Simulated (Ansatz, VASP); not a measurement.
**Two plane-wave programs on ZnSe**

```
Zn Se
1.0
     0.00000    2.80910    2.82603
     2.80910    0.00000    2.82603
     2.80910    2.80910    0.00000
Zn Se
1 1
Cartesian
  0.0000 0.0000 0.0000
  1.4045 1.4045 1.4130
```

Change from the starting cell: strained cell.

Alike in both runs: functional PBEsol; k mesh 8 × 8 × 8; occupations gaussian, width 0.02 eV; no spin polarisation.

Ansatz relaxed the structure, and its values are those at the end. VASP's run is a single point on that final structure, the one shown.

|  | VASP | Ansatz |
| --- | --- | --- |
| version | VASP 6.6.1 | Ansatz 0.2.0 |
| potentials or method | VASP PAW PBE potentials, release 64 (Zn, Se), cutoff 500 eV | scalar-relativistic, plane waves, PAW |
| valence electrons in the cell | 18 | 28 |

```tsv
	VASP	Ansatz	Ansatz less VASP
gap on the k mesh at the Fermi level (eV)	1.24	1.24	-0.008
least direct gap on the mesh (eV)	1.24	1.24	-0.008
pressure (GPa)	0.4	0.1	-0.26
```

VASP's potentials were made for PBE, not for PBEsol, and Ansatz warns of the same on its side. The functional is the same, so the differences come from potentials, cutoffs and numerics. VASP's potentials hold 18 valence electrons a cell and Ansatz's 28, so a difference there can come from the potentials and not from the codes. Ansatz's warnings: stress scf threshold loose.
